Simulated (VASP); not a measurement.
# PtS2 (P-3m1) in VASP: further runs

PtS2 is run at these levels: PBEsol; tasks: single point, relaxation of cell and atoms.

Everything below comes from runs of VASP 6.6.1. Logs are shortened: lines on timing, memory, paths and dates and some standing lists are left out, and cuts for length are marked.

## (1) The cell of the first run

It takes space group P-3m1 (No. 164, trigonal). Conventional cell: a = 3.543 Å, b = 3.543 Å, c = 5.039 Å, α = 90.00°, β = 90.00°, γ = 120.00°. Pt (site symmetry -3m) has 6 S at 2.40 Å within 3.2 Å. Within 3.3 Å of S (site symmetry 3m) lie 3 Pt at 2.40 Å and 6 S at 3.25 Å.

## (2) Single point, PBEsol

INCAR

```
ALGO = Normal
EDIFF = 1E-6
ENCUT = 500
GGA = PS
GGA_COMPAT = F
ISIF = 2
ISMEAR = 0
LASPH = T
LCHARG = F
LREAL = F
LWAVE = F
NBANDS = 18
NELM = 120
PREC = Accurate
SIGMA = 0.1
```

KPOINTS

```
k-points
0
Gamma
  6 6 4
```

POSCAR

```
PtS2
1.0
    3.5431995404      0.0000000000      0.0000000000
   -1.7715997703      3.0685008127      0.0000000000
    0.0000000000      0.0000000000      5.0388000919
Pt S
1 2
Direct
    0.0000000000      0.0000000000      0.0000000000
    0.3333333333      0.6666666667      0.2500000000
    0.6666666667      0.3333333333      0.7500000000
```

Potentials or basis: VASP PAW PBE potentials, release 64 (Pt, S).

Command:

```sh
$ cat potpaw_PBE.64/Pt/POTCAR potpaw_PBE.64/S/POTCAR > POTCAR
$ mpirun -np 1 vasp_std > vasp.out
```

OUTCAR:

```text
EDIFF = 1E-6
   ENCUT = 500
   GGA = PS
   ISIF = 2
   ISMEAR = 0
   LASPH = T
   LREAL = F
   NELM = 120
   PREC = Accurate

 ion  position               nearest neighbor table
   1  0.000  0.000  0.000-   2 2.40   3 2.40   3 2.40   2 2.40   3 2.40   2 2.40
   2  0.333  0.667  0.250-   1 2.40   1 2.40   1 2.40
   3  0.667  0.333  0.750-   1 2.40   1 2.40   1 2.40

  LATTYP: Found a hexagonal cell.
 ALAT       =     3.5431995404
 C/A-ratio  =     1.4221045229

  Lattice vectors:

 A1 = (   3.5431995404,   0.0000000000,   0.0000000000)
 A2 = (  -1.7715997703,   3.0685008127,   0.0000000000)
 A3 = (   0.0000000000,   0.0000000000,   5.0388000919)

Analysis of symmetry for initial positions (statically):
=====================================================================
 Subroutine PRICEL returns:
 Original cell was already a primitive cell.

 Routine SETGRP: Setting up the symmetry group for a
 hexagonal supercell.

 Subroutine GETGRP returns: Found 12 space group operations
 (whereof 12 operations were pure point group operations)
 out of a pool of 24 trial point group operations.

The static configuration has the point symmetry D_3d.

Analysis of symmetry for dynamics (positions and initial velocities):
=====================================================================
 Subroutine PRICEL returns:
 Original cell was already a primitive cell.

 Routine SETGRP: Setting up the symmetry group for a
 hexagonal supercell.

 Subroutine GETGRP returns: Found 12 space group operations
 (whereof 12 operations were pure point group operations)
 out of a pool of 24 trial point group operations.

The dynamic configuration has the point symmetry D_3d.

 Subroutine INISYM returns: Found 12 space group operations
 (whereof 12 operations are pure point group operations),
 and found     1 'primitive' translations

----------------------------------------------------------------------------------------

                                     Primitive cell

  volume of cell :      54.7834

  direct lattice vectors                    reciprocal lattice vectors
[... 80 lines left out ...]
   ISTART =      0    job   : 0-new  1-cont  2-samecut
   ICHARG =      2    charge: 1-file 2-atom 10-const
   ISPIN  =      1    spin polarized calculation?
   LNONCOLLINEAR =      F non collinear calculations
   LSORBIT =      F    spin-orbit coupling
   LASPH  =      T    aspherical Exc in radial PAW
   ENCUT  =  500.0 eV  36.75 Ry    6.06 a.u.   6.46  6.46  9.19*2*pi/ulx,y,z
   NELM   =    120;   NELMIN=  2; NELMDL= -5     # of ELM steps
   EDIFF  = 0.1E-05   stopping-criterion for ELM
   LREAL  =      F    real-space projection
   EDIFFG = 0.1E-04   stopping-criterion for IOM
   NSW    =      0    number of steps for IOM
   IBRION =     -1    ionic relax: 0-MD 1-quasi-New 2-CG
   NFREE  =      0    steps in history (QN), initial steepest desc. (CG)
   ISIF   =      2    stress and relaxation
   ISYM   =      2    0-nonsym 1-usesym 2-fastsym
   POTIM  = 0.5000    time-step for ionic-motion
   TEBEG  =    0.0;   TEEND  =   0.0 temperature during run
   PSTRESS=    0.0 pullay stress
   NELECT =      22.0000    total number of electrons
   NUPDOWN=      -1.0000    fix difference up-down
   EMIN   =  10.00;   EMAX   =-10.00  energy-range for DOS
   EFERMI =   0.00;   METHOD = LEGACY
   ISMEAR =     0;   SIGMA  =   0.10  broadening in eV -4-tet -1-fermi 0-gaus
   EFERMI_NEDOS =   21; number of points for ismear=-14 and -15
   IALGO  =     38    algorithm
   IMIX   =      4    mixing-type and parameters
     AMIX     =   0.40;   BMIX     =  1.00
     AMIX_MAG =   1.60;   BMIX_MAG =  1.00
  volume/ion in A,a.u.               =      18.26       123.23
  Fermi-wavevector in a.u.,A,eV,Ry     =   1.207812  2.282434 19.848318  1.458810
  Thomas-Fermi vector in A             =   2.343439
   LORBIT       =      0    0 simple, 1 ext, 2 COOP (PROOUT), +10 PAW based schemes
   GGA     = PS    functional components
   LHFCALC =     F    Hartree Fock is set to
   AEXX    =    0.0000 exact exchange contribution
   IVDW    =     0    specifies the selected vdW correction
   LEPSILON=     F    determine dielectric tensor
   LRPA    =     F    only Hartree local field effects (RPA)
 non-spin polarized calculation
 Gauss-broadening in eV      SIGMA  =   0.10
  energy-cutoff  :      500.00
  volume of cell :       54.78
 maximum number of plane-waves:      1411
 NGX is ok and might be reduce to    28
   NGX = 13   NGY = 13   NGZ = 19

 number of electron      22.0000000 magnetization

 Free energy of the ion-electron system (eV)
  ---------------------------------------------------
  ext. energy  EPLUGINS =         0.00000000
  ---------------------------------------------------
  free energy    TOTEN  =       -16.96197143 eV

  energy without entropy =      -16.96196743  energy(sigma->0) =      -16.96196943

 E-fermi :   7.0242     XC(G=0): -10.8855

 val. band max:        6.7921764762   @ k =   0.0000   0.0000   0.0000
 cond. band min:       7.2845748418   @ k =   0.3333   0.3333   0.0000
 fundamental gap:      0.4923983656
 Fermi energy:         7.0242023894

 k-point     1 :       0.0000    0.0000    0.0000
  band No.  band energies     occupation
      1      -8.5019      2.00000
      2      -5.6359      2.00000
      3      -0.3465      2.00000
      4       0.2950      2.00000
      5       0.2950      2.00000
      6       2.9518      2.00000
[... 481 lines left out ...]
      5       0.6485      2.00000
      6       2.3813      2.00000
[... 10 lines left out ...]
     17      14.5657      0.00000
     18      17.2148      0.00000

------------------------ aborting loop because EDIFF is reached ----------------------------------------

  FORCE on cell =-STRESS in cart. coord.  units (eV):
  Direction    XX          YY          ZZ          XY          YZ          ZX
  --------------------------------------------------------------------------------------
  -------------------------------------------------------------------------------------
  Total       -0.7907626     -0.7907626     -1.5443993      0.0000000      0.0000000     -0.0000000
  in kB      -23.1263831    -23.1263831    -45.1669944      0.0000000      0.0000000     -0.0000000
  external PRESSURE =     -30.4732535 kB  Pullay stress =       0.0000000 kB

 VOLUME and BASIS-vectors are now :
 -----------------------------------------------------------------------------
  energy-cutoff  :      500.00
  volume of cell :       54.78
      direct lattice vectors                 reciprocal lattice vectors
     3.543199540  0.000000000  0.000000000     0.282230788  0.162946022  0.000000000
    -1.771599770  3.068500813  0.000000000     0.000000000  0.325892043  0.000000000
     0.000000000  0.000000000  5.038800092     0.000000000  0.000000000  0.198459947

 POSITION                                       TOTAL-FORCE (eV/Angst)
 -----------------------------------------------------------------------------------
      0.00000      0.00000      0.00000        -0.000000      0.000000      0.000000
     -0.00000      2.04567      1.25970        -0.000000      0.000000     -0.599540
      1.77160      1.02283      3.77910         0.000000      0.000000      0.599540
 -----------------------------------------------------------------------------------
    total drift:                               -0.000000     -0.000000     -0.000000

  FREE ENERGIE OF THE ION-ELECTRON SYSTEM (eV)
  ---------------------------------------------------
  free  energy   TOTEN  =       -16.9619714334 eV

  energy  without entropy=      -16.9619674331  energy(sigma->0) =      -16.96196943
```

Wall time 17 s (1 thread of Intel Xeon Platinum 8259CL at 2.50GHz (Skylake/Cascade Lake), shared host); peak memory 0.18 GiB.

Results:

```
Free energy            : -16.9620 eV
Pressure               : -3.0 GPa
Largest force          : 0.600 eV/Å
Band gap on the k mesh : 0.49 eV (least direct gap 1.26 eV)
```

Forces on the atoms (eV/Å):
```
Pt   0.000  0.000  0.000
S    0.000  0.000 -0.600
S    0.000  0.000  0.600
```

Stress tensor (GPa, compression positive):
```
-2.31  0.00  0.00
 0.00 -2.31  0.00
 0.00  0.00 -4.52
```

Caveat: the cell stands under tension; the PAW data sets were made with another functional, which shifts forces and pressure a little; spin-orbit coupling is left out, which moves the levels of the heavy elements. A k mesh can miss the band edges.

## (3) Relaxation of cell and atoms, PBEsol

INCAR

```
SYSTEM = PtS2
PREC = Accurate ; ENCUT = 600
EDIFF = 1E-7 ; ISMEAR = 0
SIGMA = 0.02 ; LREAL = .FALSE.
LASPH = .TRUE. ; NELM = 60
ALGO = Normal ; ISIF = 3
LWAVE = .FALSE. ; LCHARG = .FALSE.
GGA = PS ; IBRION = 2
NSW = 100 ; EDIFFG = -0.005
```

KPOINTS

```
Automatic mesh
0
G
  12 12 8
  0 0 0
```

POSCAR is that of step 2.

Potentials or basis: VASP PAW PBE potentials, release 64 (Pt, S).

Command:

```sh
$ cat potpaw_PBE.64/Pt/POTCAR potpaw_PBE.64/S/POTCAR > POTCAR
$ mpirun -np 1 vasp_std > vasp.out
```

OUTCAR:

```text
SYSTEM = PtS2
   PREC = Accurate
   ENCUT = 600
   EDIFF = 1E-7
   ISMEAR = 0
   LREAL = .FALSE.
   LASPH = .TRUE.
   NELM = 60
   ISIF = 3
   GGA = PS
   IBRION = 2
   NSW = 100
   EDIFFG = -0.005

 ion  position               nearest neighbor table
   1  0.000  0.000  0.000-   2 2.40   3 2.40   3 2.40   2 2.40   3 2.40   2 2.40
   2  0.333  0.667  0.250-   1 2.40   1 2.40   1 2.40
   3  0.667  0.333  0.750-   1 2.40   1 2.40   1 2.40

  LATTYP: Found a hexagonal cell.
 ALAT       =     3.5431995404
 C/A-ratio  =     1.4221045229

  Lattice vectors:

 A1 = (   3.5431995404,   0.0000000000,   0.0000000000)
 A2 = (  -1.7715997703,   3.0685008127,   0.0000000000)
 A3 = (   0.0000000000,   0.0000000000,   5.0388000919)

Analysis of symmetry for initial positions (statically):
=====================================================================
[... 380 lines left out ...]
  band No.  band energies     occupation
      1      -8.3611      2.00000
      2      -5.0938      2.00000
      3      -0.0453      2.00000
      4       0.3652      2.00000
      5       0.3652      2.00000
      6       3.2355      2.00000
      7       3.2355      2.00000
      8       5.0710      2.00000
      9       5.9616      2.00000
     10       5.9616      2.00000
     11       7.3682      2.00000
     12       8.9792      0.00000
     13       8.9792      0.00000
     14      11.2983      0.00000
[... 401 lines left out ...]
      2      -5.4141      2.00000
      3       0.1870      2.00000
      4       0.5651      2.00000
      5       0.9804      2.00000
      6       2.5610      2.00000
      7       3.0381      2.00000
      8       4.2919      2.00000
      9       5.5918      2.00000
     10       5.9773      2.00000
     11       7.2109      2.00000
     12       8.5101      0.00000
     13       8.6607      0.00000
     14      12.4400      0.00000
     15      13.3248      0.00000

 [... further k-points ...]
[... 5 lines left out ...]
  --------------------------------------------------------------------------------------
  -------------------------------------------------------------------------------------
  Total        0.0147721      0.0147721     -0.0140472     -0.0000000      0.0000000      0.0000000
  in kB        0.4455557      0.4455557     -0.4236940     -0.0000000      0.0000000      0.0000000
  external PRESSURE =       0.1558058 kB  Pullay stress =       0.0000000 kB
[... 18 lines left out ...]
  FREE ENERGIE OF THE ION-ELECTRON SYSTEM (eV)
  ---------------------------------------------------
  free  energy   TOTEN  =       -16.9987708417 eV

  energy  without entropy=      -16.9987708417  energy(sigma->0) =      -16.99877084

 reached required accuracy - stopping structural energy minimisation
```

Run time: 24 min. Hardware: 1 thread of Oxide Virtual Turin-like, shared host; peak memory 0.26 GiB.

What came out:

* Free energy: -16.9988 eV
* Relaxed volume: 17.71 Å³/atom
* Relaxed cell: a = 3.566 Å, b = 3.566 Å, c = 4.824 Å, α = 90.00°, β = 90.00°, γ = 120.00°
* Space group after relaxing (to 0.1 Å): P-3m1 (No. 164)
* Energy gained by relaxing: 11.2 meV/atom
* Ionic steps: 19
* Pressure after relaxing: 0.0 GPa
* Band gap on the k mesh: 0.35 eV (least direct gap 0.69 eV)

Step by step:
```
step  energy change (eV)  largest force (eV/Å)  pressure (GPa)  volume (Å³)
   1              0.0000                0.5927           -3.05        54.78
   2              0.0131                0.4770            6.62        52.07
   3             -0.0209                0.1466            0.91        53.56
   4             -0.0309                0.0518            0.24        53.86
   5             -0.0326                0.0061           -0.17        54.05
   6             -0.0326                0.0032           -0.14        54.04
   7             -0.0326                0.0354            0.14        53.92
   8             -0.0326                0.0268            0.06        53.95
   9             -0.0327                0.0292            0.06        53.92
  10             -0.0328                0.0364            0.04        53.81
  11             -0.0330                0.0510            0.02        53.60
  12             -0.0331                0.0379           -0.06        53.57
  13             -0.0333                0.0006           -0.32        53.48
  14             -0.0333                0.0008           -0.26        53.42
  15             -0.0335                0.0007           -0.09        53.24
  16             -0.0334                0.0006            0.26        52.88
  17             -0.0335                0.0008            0.03        53.12
  18             -0.0335                0.0005            0.02        53.13
  19             -0.0335                0.0012            0.02        53.12
```

Final structure:
```
Pt S
1.0
     3.56574    0.00000    0.00000
    -1.78287    3.08802    0.00000
     0.00000    0.00000    4.82414
Pt S
1 2
Direct
  0.00000 0.00000 0.00000
  0.33333 0.66667 0.24842
  0.66667 0.33333 0.75158
```

Caveat: the PAW data sets were made with another functional, which shifts forces and pressure a little; spin-orbit coupling is left out, which moves the levels of the heavy elements.
